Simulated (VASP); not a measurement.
Wanted: the native input for a VASP 6.6.1 run.

```
Task                   : single point
Functional             : PBEsol
Potentials or basis    : VASP PAW PBE potentials, release 64 (V_sv, Si)
Cutoff                 : 520 eV
k mesh                 : 12 × 12 × 6
Occupations            : gaussian, width 0.1 eV
Spin                   : no spin polarisation
Dipole correction      : no
Further INCAR settings : ALGO = Normal; EDIFF = 1e-06; NBANDS = 42
```

The structure of VSi2 lies in POSCAR:

```
VSi2
1.0
    4.5706253538      0.0000000000      0.0000000000
   -2.2853126769      3.9582776676      0.0000000000
    0.0000000000      0.0000000000      6.3740261627
V Si
3 6
Direct
    0.5000000000      0.0000000000      0.0000000000
    0.5000000000      0.5000000000      0.6666666667
    0.0000000000      0.5000000000      0.3333333333
    0.1630447966      0.3260895932      0.0000000000
    0.8369552034      0.1630447966      0.6666666667
    0.6739104068      0.8369552034      0.3333333333
    0.8369552034      0.6739104068      0.0000000000
    0.1630447966      0.8369552034      0.6666666667
    0.3260895932      0.1630447966      0.3333333333
```

One way to write it, as run:

INCAR

```
SYSTEM = VSi2
ALGO = Normal
EDIFF = 1E-6
ENCUT = 520
GGA = PS
ISIF = 2
ISMEAR = 0
LASPH = .True.
LCHARG = .False.
LREAL = .False.
LWAVE = .False.
NBANDS = 42
NELM = 80
PREC = Accurate
SIGMA = 0.1
```

KPOINTS

```
k-points
0
Gamma
  12 12 6
  0 0 0
```

Potentials or basis: VASP PAW PBE potentials, release 64 (V_sv, Si).

Command:

```bash
$ cat potpaw_PBE.64/V_sv/POTCAR potpaw_PBE.64/Si/POTCAR > POTCAR
$ mpirun -np 1 vasp_std > vasp.out
```

Results of the run:

```yaml
Pressure: -4.9 GPa
Band_gap_on_the_k_mesh: zero (an odd number of electrons rules out a gap without spin polarisation)
```

Caveat: the cell stands under tension; the PAW data sets were made with another functional, which shifts forces and pressure a little.

Run time: 2.7 min on 1 thread of Intel(R) Xeon(R) 6975P-C (Granite Rapids), on a shared host, peak memory 0.41 GiB.
